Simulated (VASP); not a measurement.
A run of VASP 6.6.1:

The input INCAR:

```
SYSTEM = CdF2
  ALGO = Normal
  EDIFF = 1E-8
  ENCUT = 520
  GGA = PS
  IBRION = 8
  ISIF = 2
  ISMEAR = 0
  LASPH = .TRUE.
  LCHARG = .FALSE.
  LREAL = .FALSE.
  LWAVE = .FALSE.
  NELM = 80
  NSW = 1
  PREC = Accurate
  SIGMA = 0.01
```

The input KPOINTS:

```
k-points
0
G
  8 8 8
  0 0 0
```

Contents of POSCAR:

```
CdF2
1.0
    2.7092473824      2.7092473824      0.0000000000
   -2.7092473824      2.7092473824      0.0000000000
    0.0000000000      2.7092473824      2.7092473824
Cd F
1 2
Direct
    0.0000000000      0.0000000000      0.0000000000
    0.2500000000      0.7500000000      0.5000000000
    0.7500000000      0.2500000000      0.5000000000
```

Potentials or basis: VASP PAW PBE potentials, release 64 (Cd, F).

The run is started by

```sh
$ cat potpaw_PBE.64/Cd/POTCAR potpaw_PBE.64/F/POTCAR > POTCAR
$ mpirun -np 1 vasp_std > vasp.out
```

Hardware: 1 thread of Intel(R) Xeon(R) Platinum 8375C CPU @ 2.90GHz (Ice Lake) (shared host).

Task: Estimate the wall time of this run.

Result: Run time: 94 s on 1 thread of Intel(R) Xeon(R) Platinum 8375C CPU @ 2.90GHz (Ice Lake), on a shared host, peak memory 0.27 GiB. Counts: scf iterations 41, k points 29.
